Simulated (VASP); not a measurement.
# Al3Cu (Pm-3m) in VASP: notebook, part 2 of 2

VASP 6.6.1. The steps go on from the part before.

## Step 3: Single point, PBEsol (strained)

INCAR

```
SYSTEM = Al3Cu
PREC = Accurate
ENCUT = 520
EDIFF = 1E-6
ISMEAR = 0
SIGMA = 0.1
LREAL = .False.
LASPH = .True.
NELM = 80
ALGO = Fast
ISIF = 2
LWAVE = .False.
LCHARG = .False.
GGA = PS
NBANDS = 18
```

KPOINTS

```
regular mesh
0
Gamma
  12 12 12
  0 0 0
```

POSCAR

```
Al3Cu
1.0
    3.7933198057      0.0000000000      0.0000000000
    0.0000000000      3.7933198057      0.0000000000
    0.0000000000      0.0000000000      3.7933198057
Al Cu
3 1
Direct
    0.0000000000      0.5000000000      0.5000000000
    0.5000000000      0.0000000000      0.5000000000
    0.5000000000      0.5000000000      0.0000000000
    0.0000000000      0.0000000000      0.0000000000
```

Potentials or basis: VASP PAW PBE potentials, release 64 (Al, Cu).

Run with:

```sh
cat potpaw_PBE.64/Al/POTCAR potpaw_PBE.64/Cu/POTCAR > POTCAR
mpirun -np 1 vasp_std > vasp.out
```

OUTCAR:

```text
SYSTEM = Al3Cu
   PREC = Accurate
   ENCUT = 520
   EDIFF = 1E-6
   ISMEAR = 0
   LREAL = .False.
   LASPH = .True.
   NELM = 80
   ISIF = 2
   GGA = PS

 ion  position               nearest neighbor table
   1  0.000  0.500  0.500-   2 2.68   3 2.68   4 2.68   3 2.68   4 2.68   2 2.68   4 2.68   4 2.68
                             2 2.68   3 2.68   3 2.68   2 2.68
   2  0.500  0.000  0.500-   1 2.68   3 2.68   4 2.68   3 2.68   4 2.68   1 2.68   3 2.68   3 2.68
                             1 2.68   4 2.68   4 2.68   1 2.68
   3  0.500  0.500  0.000-   1 2.68   2 2.68   4 2.68   1 2.68   2 2.68   2 2.68   4 2.68   2 2.68
                             1 2.68   4 2.68   1 2.68   4 2.68
   4  0.000  0.000  0.000-   1 2.68   2 2.68   3 2.68   1 2.68   2 2.68   1 2.68   3 2.68   1 2.68
[... 709 lines left out ...]
  Total        3.1734268      3.1734268      3.1734268      0.0000000     -0.0000000      0.0000000
  in kB       93.1495352     93.1495352     93.1495352      0.0000000     -0.0000000      0.0000000
  external PRESSURE =      93.1495352 kB  Pullay stress =       0.0000000 kB

 VOLUME and BASIS-vectors are now :
 -----------------------------------------------------------------------------
  energy-cutoff  :      520.00
  volume of cell :       54.58
      direct lattice vectors                 reciprocal lattice vectors
     3.793319806  0.000000000  0.000000000     0.263621327  0.000000000  0.000000000
     0.000000000  3.793319806  0.000000000     0.000000000  0.263621327  0.000000000
     0.000000000  0.000000000  3.793319806     0.000000000  0.000000000  0.263621327

 POSITION                                       TOTAL-FORCE (eV/Angst)
 -----------------------------------------------------------------------------------
      0.00000      1.89666      1.89666         0.000000      0.000000      0.000000
      1.89666      0.00000      1.89666         0.000000      0.000000      0.000000
      1.89666      1.89666      0.00000         0.000000      0.000000      0.000000
      0.00000      0.00000      0.00000         0.000000      0.000000      0.000000
 -----------------------------------------------------------------------------------
    total drift:                               -0.000000     -0.000000     -0.000000

  FREE ENERGIE OF THE ION-ELECTRON SYSTEM (eV)
  ---------------------------------------------------
  free  energy   TOTEN  =       -16.5960264262 eV

  energy  without entropy=      -16.5911667076  energy(sigma->0) =      -16.59359657
```

OSZICAR:

```text
N       E                     dE             d eps       ncg     rms          rms(c)
DAV:   1     0.749965969114E+02    0.74997E+02   -0.83537E+03  3056   0.117E+03
DAV:   2    -0.153676463825E+02   -0.90364E+02   -0.83962E+02  3090   0.219E+02
DAV:   3    -0.198085937034E+02   -0.44409E+01   -0.42825E+01  4092   0.533E+01
[... 11 lines left out ...]
RMM:  15    -0.165960309260E+02   -0.21683E-04   -0.19062E-04  4112   0.907E-02    0.594E-02
RMM:  16    -0.165960309528E+02   -0.26790E-07   -0.28716E-05  4216   0.485E-02    0.387E-02
RMM:  17    -0.165960281940E+02    0.27588E-05   -0.61043E-06  3528   0.215E-02    0.300E-02
RMM:  18    -0.165960265617E+02    0.16323E-05   -0.34028E-06  2919   0.213E-02    0.181E-02
RMM:  19    -0.165960264262E+02    0.13553E-06   -0.84875E-07  2240   0.111E-02
   1 F= -.16596026E+02 E0= -.16593597E+02  d E =-.485972E-02
```

Wall time 43 s (1 thread of Intel Xeon 6975P-C (Granite Rapids), shared host); peak memory 0.2 GiB.

Results:

| Quantity | Value |
| --- | --- |
| Free energy | -16.5960 eV |
| Pressure | 9.3 GPa |
| Band gap on the k mesh | zero (bands 10 and 11 overlap by 4.05 eV) |

Caveat: the cell differs from its parent crystal (strained); the cell stands under pressure; the PAW data sets were made with another functional, which shifts forces and pressure a little.

## Step 4: Single point, PBEsol (strained)

INCAR

```
SYSTEM = Al3Cu
  ALGO = Normal
  EDIFF = 1E-6
  ENCUT = 520
  GGA = PS
  ISIF = 2
  ISMEAR = 0
  LASPH = .TRUE.
  LCHARG = .FALSE.
  LREAL = .FALSE.
  LWAVE = .FALSE.
  NBANDS = 18
  NELM = 60
  PREC = Accurate
  SIGMA = 0.1
```

KPOINTS

```
k-points
0
G
  12 12 12
  0 0 0
```

POSCAR

```
Al3Cu
1.0
    4.0081278314      0.0000000000      0.0000000000
    0.0000000000      4.0081278314      0.0000000000
    0.0000000000      0.0000000000      4.0081278314
Al Cu
3 1
Direct
    0.0000000000      0.5000000000      0.5000000000
    0.5000000000      0.0000000000      0.5000000000
    0.5000000000      0.5000000000      0.0000000000
    0.0000000000      0.0000000000      0.0000000000
```

Run with:

```sh
cat potpaw_PBE.64/Al/POTCAR potpaw_PBE.64/Cu/POTCAR > POTCAR
mpirun -np 1 vasp_std > vasp.out
```

It took 51 s on 1 thread of Intel Xeon 6975P-C (Granite Rapids), shared host; peak memory 0.23 GiB.

Results (log left out):

```
Free energy            : -16.5959 eV
Pressure               : -7.2 GPa
Band gap on the k mesh : zero (bands 10 and 11 overlap by 4.15 eV)
```

Levels at points of the mesh, in eV from the Fermi level:
```tsv
k point	band 6	band 7	band 8	band 9	band 10	band 11	band 12	band 13	band 14	band 15
(0.00, 0.00, 0.00)	-3.34	-2.26	-2.26	-2.26	-0.47	0.26	0.26	6.02	6.02	6.02
(0.50, 0.00, 0.00)	-3.31	-3.16	0.28	0.28	0.31	0.31	0.85	1.44	2.24	2.83
(0.50, 0.50, 0.00)	-3.55	-3.16	-3.09	-2.87	1.32	2.80	2.80	3.31	3.49	3.50
(0.50, 0.50, 0.50)	-3.71	-3.71	-3.15	-3.15	-2.30	-1.91	-1.91	-1.91	11.66	11.66
```

Caveat: the cell differs from its parent crystal (strained); the cell stands under tension; the PAW data sets were made with another functional, which shifts forces and pressure a little.

## Step 5: Single point, PBEsol (strained)

INCAR

```
PREC     = Accurate       # precision mode
ENCUT    = 520            # plane-wave cutoff, eV
EDIFF    = 1E-6           # SCF threshold, eV
ISMEAR   = 0              # smearing method
SIGMA    = 0.1            # smearing width, eV
LREAL    = F              # projectors in reciprocal space
LASPH    = T              # aspherical terms in the spheres
NELM     = 80             # most SCF steps
ALGO     = Normal         # electronic algorithm
ISIF     = 2              # what is computed and relaxed
LWAVE    = F              # write WAVECAR
LCHARG   = T              # write CHGCAR
GGA      = PS             # functional
LELF     = T              # ELF
LVHAR    = T            
NBANDS   = 18             # bands
```

KPOINTS

```
regular mesh
0
Gamma
  12 12 12
```

POSCAR

```
Al3Cu
1.0
    4.0383045526      0.0000000000      0.0000000000
    0.0000000000      4.0383045526      0.0000000000
    0.0000000000      0.0000000000      4.0383045526
Al Cu
3 1
Direct
    0.0000000000      0.5000000000      0.5000000000
    0.5000000000      0.0000000000      0.5000000000
    0.5000000000      0.5000000000      0.0000000000
    0.0000000000      0.0000000000      0.0000000000
```

Run with:

```sh
cat potpaw_PBE.64/Al/POTCAR potpaw_PBE.64/Cu/POTCAR > POTCAR
mpirun -np 1 vasp_std > vasp.out
```

Run time: 50 s. Hardware: 1 thread of Intel Xeon 6975P-C (Granite Rapids), shared host; peak memory 0.23 GiB.

The run converged. Its results:

```
Free energy            : -16.5241 eV
Pressure               : -8.6 GPa
Band gap on the k mesh : zero (bands 10 and 11 overlap by 4.15 eV)
```

Levels at points of the mesh, in eV from the Fermi level:
```
           k point  band 8  band 9  band 10  band 11  band 12  band 13
(0.00, 0.00, 0.00)   -2.21   -2.21    -0.44     0.20     0.20     5.90
(0.50, 0.00, 0.00)    0.28    0.28     0.34     0.34     0.89     1.30
(0.50, 0.50, 0.00)   -3.03   -2.81     1.31     2.75     2.75     3.31
(0.50, 0.50, 0.50)   -3.09   -3.09    -2.25    -1.91    -1.91    -1.91
```

Caveat: the cell differs from its parent crystal (strained); the cell stands under tension; the PAW data sets were made with another functional, which shifts forces and pressure a little.

## Step 6: Overview

```csv
cell,gap on the mesh (eV),pressure (GPa)
"a = 3.775 Å, 4 atoms",none,11.6
"a = 3.793 Å, 4 atoms",none,9.3
"a = 4.008 Å, 4 atoms",none,-7.2
"a = 4.038 Å, 4 atoms",none,-8.6
```

Alike in all rows: task single point; level PBEsol; potentials or basis VASP PAW PBE potentials, release 64 (Al, Cu); no spin polarisation; k mesh 12 × 12 × 12; cutoff (eV) 520; smearing gaussian 0.1 eV.

Caveats: the PAW data sets were made with another functional, which shifts forces and pressure a little; the cell stands under pressure (at least some runs); the cell stands under tension (at least some runs).

Absolute energies hang on the potentials; compare differences alone.
